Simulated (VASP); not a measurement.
# Tc in VASP: a series of runs, part 2 of 2

VASP 6.6.1. The steps go on from the part before.

## Step 5: Single point, PBE

INCAR

```
PREC     = Accurate       # precision mode
ENCUT    = 520            # plane-wave cutoff, eV
EDIFF    = 1E-7           # SCF threshold, eV
ISMEAR   = 0              # smearing method
SIGMA    = 0.1            # smearing width, eV
LREAL    = F              # projectors in reciprocal space
LASPH    = T              # aspherical terms in the spheres
NELM     = 60             # most SCF steps
ALGO     = Normal         # electronic algorithm
ISIF     = 2              # what is computed and relaxed
LWAVE    = F              # write WAVECAR
LCHARG   = T              # write CHGCAR
GGA      = PE             # functional
LELF     = T              # ELF
LVHAR    = T            
NBANDS   = 20             # bands
```

KPOINTS

```
regular mesh
0
Gamma
  11 11 6
```

POSCAR

```
Tc
1.0
    2.7400000000      0.0000000000      0.0000000000
   -1.3700000000      2.3729096064      0.0000000000
    0.0000000000      0.0000000000      4.3980000000
Tc
2
Direct
    0.6666666667      0.3333333333      0.7500000000
    0.3333333333      0.6666666667      0.2500000000
```

Potentials or basis: VASP PAW PBE potentials, release 64 (Tc_pv).

On the command line:

```sh
$ cat potpaw_PBE.64/Tc_pv/POTCAR > POTCAR
$ mpirun -np 1 vasp_std > vasp.out
```

OUTCAR:

```text
PREC = Accurate
   ENCUT = 520
   EDIFF = 1E-7
   ISMEAR = 0
   LREAL = F
   LASPH = T
   NELM = 60
   ISIF = 2
   GGA = PE

 ion  position               nearest neighbor table
   1  0.667  0.333  0.750-   2 2.71   2 2.71   2 2.71   2 2.71   2 2.71   2 2.71
   2  0.333  0.667  0.250-   1 2.71   1 2.71   1 2.71   1 2.71   1 2.71   1 2.71

  LATTYP: Found a hexagonal cell.
 ALAT       =     2.7400000000
 C/A-ratio  =     1.6051094891

  Lattice vectors:

 A1 = (   2.7400000000,   0.0000000000,   0.0000000000)
 A2 = (  -1.3700000000,   2.3729096064,   0.0000000000)
 A3 = (   0.0000000000,   0.0000000000,   4.3980000000)

Analysis of symmetry for initial positions (statically):
=====================================================================
 Subroutine PRICEL returns:
 Original cell was already a primitive cell.

 Routine SETGRP: Setting up the symmetry group for a
 hexagonal supercell.

 Subroutine GETGRP returns: Found 24 space group operations
 (whereof 12 operations were pure point group operations)
 out of a pool of 24 trial point group operations.

The static configuration has the point symmetry D_3d.
 The point group associated with its full space group is D_6h.

Analysis of symmetry for dynamics (positions and initial velocities):
=====================================================================
 Subroutine PRICEL returns:
 Original cell was already a primitive cell.

 Routine SETGRP: Setting up the symmetry group for a
 hexagonal supercell.

 Subroutine GETGRP returns: Found 24 space group operations
 (whereof 12 operations were pure point group operations)
 out of a pool of 24 trial point group operations.

The dynamic configuration has the point symmetry D_3d.
 The point group associated with its full space group is D_6h.

 Subroutine INISYM returns: Found 24 space group operations
 (whereof 12 operations are pure point group operations),
 and found     1 'primitive' translations

----------------------------------------------------------------------------------------

                                     Primitive cell

  volume of cell :      28.5948

  direct lattice vectors                    reciprocal lattice vectors
     2.740000000  0.000000000  0.000000000     0.364963504  0.210711777  0.000000000
    -1.370000000  2.372909606  0.000000000     0.000000000  0.421423554  0.000000000
     0.000000000  0.000000000  4.398000000     0.000000000  0.000000000  0.227376080

  length of vectors
     2.740000000  2.740000000  4.398000000     0.421423554  0.421423554  0.227376080

  position of ions in fractional coordinates (direct lattice)
     0.666666667  0.333333333  0.750000000
     0.333333333  0.666666667  0.250000000

  ion indices of the primitive-cell ions
   primitive index   ion index
                 1           1
                 2           2

----------------------------------------------------------------------------------------

 KPOINTS: regular mesh

Automatic generation of k-mesh.
 Grid dimensions read from file:
 generate k-points for:   11   11    6

 Generating k-lattice:

  Cartesian coordinates                     Fractional coordinates (reciprocal lattice)
     0.033178500  0.019155616  0.000000000     0.090909091  0.000000000  0.000000000
     0.000000000  0.038311232  0.000000000     0.000000000  0.090909091  0.000000000
     0.000000000  0.000000000  0.037896013     0.000000000  0.000000000  0.166666667

  Length of vectors
     0.038311232  0.038311232  0.037896013

  Shift w.r.t. Gamma in fractional coordinates (k-lattice)
     0.000000000  0.000000000  0.000000000

 Subroutine IBZKPT returns following result:
 ===========================================

 Found     64 irreducible k-points:

 Following reciprocal coordinates:
            Coordinates               Weight
  0.000000  0.000000  0.000000      1.000000
  0.090909 -0.000000  0.000000      6.000000
  0.181818  0.000000  0.000000      6.000000
  0.272727  0.000000  0.000000      6.000000
  0.363636  0.000000  0.000000      6.000000
  0.454545  0.000000  0.000000      6.000000
[... 16 lines left out ...]
  0.090909  0.090909  0.166667     12.000000
  0.181818  0.090909  0.166667     24.000000
 [... further k-points ...]
   k-points           NKPTS =     64   k-points in BZ     NKDIM =     64   number of bands    NBANDS=     20
   number of dos      NEDOS =    301   number of ions     NIONS =      2
   total plane-waves  NPLWV =  14400
   dimension x,y,z NGX =    20 NGY =   20 NGZ =   36
   dimension x,y,z NGXF=    40 NGYF=   40 NGZF=   72
   ions per type =               2
   NGX,Y,Z   is equivalent  to a cutoff of  12.13, 12.13, 13.61 a.u.
   NGXF,Y,Z  is equivalent  to a cutoff of  24.27, 24.27, 27.22 a.u.
 SYSTEM =  unknown system
   PREC   = accura    normal or accurate (medium, high low for compatibility)
   ISTART =      0    job   : 0-new  1-cont  2-samecut
   ICHARG =      2    charge: 1-file 2-atom 10-const
   ISPIN  =      1    spin polarized calculation?
   LNONCOLLINEAR =      F non collinear calculations
   LSORBIT =      F    spin-orbit coupling
   LASPH  =      T    aspherical Exc in radial PAW
   ENCUT  =  520.0 eV  38.22 Ry    6.18 a.u.   5.09  5.09  8.18*2*pi/ulx,y,z
   NELM   =     60;   NELMIN=  2; NELMDL= -5     # of ELM steps
   EDIFF  = 0.1E-06   stopping-criterion for ELM
   LREAL  =      F    real-space projection
   EDIFFG = 0.1E-05   stopping-criterion for IOM
   NSW    =      0    number of steps for IOM
   IBRION =     -1    ionic relax: 0-MD 1-quasi-New 2-CG
   NFREE  =      0    steps in history (QN), initial steepest desc. (CG)
   ISIF   =      2    stress and relaxation
   ISYM   =      2    0-nonsym 1-usesym 2-fastsym
   POTIM  = 0.5000    time-step for ionic-motion
   TEBEG  =    0.0;   TEEND  =   0.0 temperature during run
   PSTRESS=    0.0 pullay stress
   NELECT =      26.0000    total number of electrons
   NUPDOWN=      -1.0000    fix difference up-down
   EMIN   =  10.00;   EMAX   =-10.00  energy-range for DOS
   EFERMI =   0.00;   METHOD = LEGACY
   ISMEAR =     0;   SIGMA  =   0.10  broadening in eV -4-tet -1-fermi 0-gaus
   EFERMI_NEDOS =   21; number of points for ismear=-14 and -15
   IALGO  =     38    algorithm
   IMIX   =      4    mixing-type and parameters
     AMIX     =   0.40;   BMIX     =  1.00
     AMIX_MAG =   1.60;   BMIX_MAG =  1.00
  volume/ion in A,a.u.               =      14.30        96.48
  Fermi-wavevector in a.u.,A,eV,Ry     =   1.586002  2.997108 34.224109  2.515401
  Thomas-Fermi vector in A             =   2.685380
   LORBIT       =      0    0 simple, 1 ext, 2 COOP (PROOUT), +10 PAW based schemes
   GGA     = PE    functional components
   LHFCALC =     F    Hartree Fock is set to
   AEXX    =    0.0000 exact exchange contribution
   IVDW    =     0    specifies the selected vdW correction
   LEPSILON=     F    determine dielectric tensor
   LRPA    =     F    only Hartree local field effects (RPA)
 non-spin polarized calculation
 Gauss-broadening in eV      SIGMA  =   0.10
  energy-cutoff  :      520.00
  volume of cell :       28.59
 maximum number of plane-waves:       784
   NGX = 11   NGY = 11   NGZ = 17

 number of electron      25.9999998 magnetization

 Free energy of the ion-electron system (eV)
  ---------------------------------------------------
  ext. energy  EPLUGINS =         0.00000000
  ---------------------------------------------------
  free energy    TOTEN  =       -20.70455812 eV

  energy without entropy =      -20.69464864  energy(sigma->0) =      -20.69960338

 E-fermi :  12.6514     XC(G=0): -13.8028

 val. band max:       12.6406206843   @ k =   0.0909   0.0909   0.0000
 cond. band min:      12.6594630867   @ k =   0.3636   0.2727   0.5000
 fundamental gap:      0.0188424025
 Fermi energy:        12.6513561680

 k-point     1 :       0.0000    0.0000    0.0000
  band No.  band energies     occupation
      1     -26.7853      2.00000
      2     -25.6822      2.00000
      3     -25.6822      2.00000
      4     -25.4965      2.00000
      5     -25.4965      2.00000
      6     -25.4535      2.00000
[... 12 lines left out ...]
     19      23.7300      0.00000
     20      26.9777      0.00000
[... 507 lines left out ...]
 k-point    24 :       0.1818    0.0909    0.1667
  band No.  band energies     occupation
      1     -26.5388      2.00000
      2     -26.0639      2.00000
      3     -26.0071      2.00000
      4     -25.8005      2.00000
      5     -25.6118      2.00000
      6     -25.5690      2.00000
[... 12 lines left out ...]
     19      24.7997      0.00000
     20      28.2226      0.00000

 [... further k-points ...]

------------------------ aborting loop because EDIFF is reached ----------------------------------------

  FORCE on cell =-STRESS in cart. coord.  units (eV):
  Direction    XX          YY          ZZ          XY          YZ          ZX
  --------------------------------------------------------------------------------------
  -------------------------------------------------------------------------------------
  Total        0.3882654      0.3882654      0.4236546     -0.0000000      0.0000000      0.0000000
  in kB       21.7546574     21.7546574     23.7375276     -0.0000000      0.0000000      0.0000000
  external PRESSURE =      22.4156141 kB  Pullay stress =       0.0000000 kB

 VOLUME and BASIS-vectors are now :
 -----------------------------------------------------------------------------
  energy-cutoff  :      520.00
  volume of cell :       28.59
      direct lattice vectors                 reciprocal lattice vectors
     2.740000000  0.000000000  0.000000000     0.364963504  0.210711777  0.000000000
    -1.370000000  2.372909606  0.000000000     0.000000000  0.421423554  0.000000000
     0.000000000  0.000000000  4.398000000     0.000000000  0.000000000  0.227376080

 POSITION                                       TOTAL-FORCE (eV/Angst)
 -----------------------------------------------------------------------------------
      1.37000      0.79097      3.29850         0.000000     -0.000000      0.000000
     -0.00000      1.58194      1.09950        -0.000000      0.000000      0.000000
 -----------------------------------------------------------------------------------
    total drift:                               -0.000000      0.000000     -0.000000

  FREE ENERGIE OF THE ION-ELECTRON SYSTEM (eV)
  ---------------------------------------------------
  free  energy   TOTEN  =       -20.7045581232 eV

  energy  without entropy=      -20.6946486420  energy(sigma->0) =      -20.69960338
```

Wall time 45 s (1 thread of Intel Xeon 8259CL, shared host); peak memory 0.16 GiB.

What came out:

* Free energy: -20.7046 eV
* Pressure: 2.2 GPa
* Band gap on the k mesh: zero (bands 13 and 14 overlap by 3.11 eV)

## Step 6: Single point, PBE

INCAR

```
SYSTEM = Tc
ALGO     = Fast           ! electronic algorithm
EDIFF    = 1E-6           ! SCF threshold, eV
ENCUT    = 520            ! plane-wave cutoff, eV
GGA      = PE             ! functional
ISIF     = 2              ! what is computed and relaxed
ISMEAR   = 1              ! smearing method
LASPH    = .TRUE.         ! aspherical terms in the spheres
LCHARG   = .FALSE.        ! write CHGCAR
LREAL    = .FALSE.        ! projectors in reciprocal space
LWAVE    = .FALSE.        ! write WAVECAR
NBANDS   = 20             ! bands
NELM     = 80             ! most SCF steps
PREC     = Accurate       ! precision mode
SIGMA    = 0.1            ! smearing width, eV
```

KPOINTS

```
k-points
0
G
  8 8 5
  0 0 0
```

POSCAR is that of step 5.

Potentials or basis: VASP PAW PBE potentials, release 64 (Tc_pv).

On the command line:

```sh
$ cat potpaw_PBE.64/Tc_pv/POTCAR > POTCAR
$ mpirun -np 1 vasp_std > vasp.out
```

Wall time 24 s (1 thread of Intel Xeon 8259CL, shared host); peak memory 0.14 GiB.

Results (log left out):

* Free energy: -20.7018 eV
* Pressure: 2.4 GPa
* Band gap on the k mesh: zero (bands 13 and 14 overlap by 2.48 eV)

Stress tensor (GPa, compression positive):
```
2.95 0.00 0.00
0.00 2.95 0.00
0.00 0.00 1.16
```

Levels at points of the mesh, in eV from the Fermi level:
| k point | band 9 | band 10 | band 11 | band 12 | band 13 | band 14 | band 15 | band 16 | band 17 | band 18 |
| --- | --- | --- | --- | --- | --- | --- | --- | --- | --- | --- |
| (0.00, 0.00, 0.00) | -1.51 | -1.51 | -1.45 | -0.80 | -0.80 | -0.08 | -0.08 | 1.71 | 2.57 | 2.57 |
| (0.50, 0.00, 0.00) | -4.55 | -1.85 | -1.11 | -0.88 | -0.46 | 2.97 | 3.36 | 3.40 | 5.35 | 7.16 |

## Step 7: Overview

| cell | k mesh | smearing | gap on the mesh (eV) | pressure (GPa) |
| --- | --- | --- | --- | --- |
| a = 2.740, b = 2.740, c = 4.398 Å, angles 90.0, 90.0, 120.0°, 2 atoms, atomic positions A | 11 × 11 × 6 | fermi-dirac 0.05 eV | none | 2.3 |
| a = 2.794, b = 2.794, c = 4.484 Å, angles 90.0, 90.0, 120.0°, 2 atoms, atomic positions A | 11 × 11 × 6 | fermi-dirac 0.05 eV | none | -13.7 |
| a = 2.740, b = 2.740, c = 4.398 Å, angles 90.0, 90.0, 120.0°, 2 atoms, atomic positions B | 11 × 11 × 6 | fermi-dirac 0.05 eV | none | 3.1 |
| a = 2.740, b = 2.740, c = 4.398 Å, angles 90.0, 90.0, 120.0°, 2 atoms, atomic positions A | 11 × 11 × 6 | gaussian 0.1 eV | none | 2.2 |
| a = 2.740, b = 2.740, c = 4.398 Å, angles 90.0, 90.0, 120.0°, 2 atoms, atomic positions A | 8 × 8 × 5 | methfessel-paxton 0.1 eV | none | 2.4 |

Alike in all rows: task single point; level PBE; potentials or basis VASP PAW PBE potentials, release 64 (Tc_pv); no spin polarisation; cutoff (eV) 520.

Caveats: the cell stands under tension (at least some runs); the cell stands under pressure (at least some runs).

Total energies depend on the potentials used, so only differences within one code and one set of settings carry meaning.
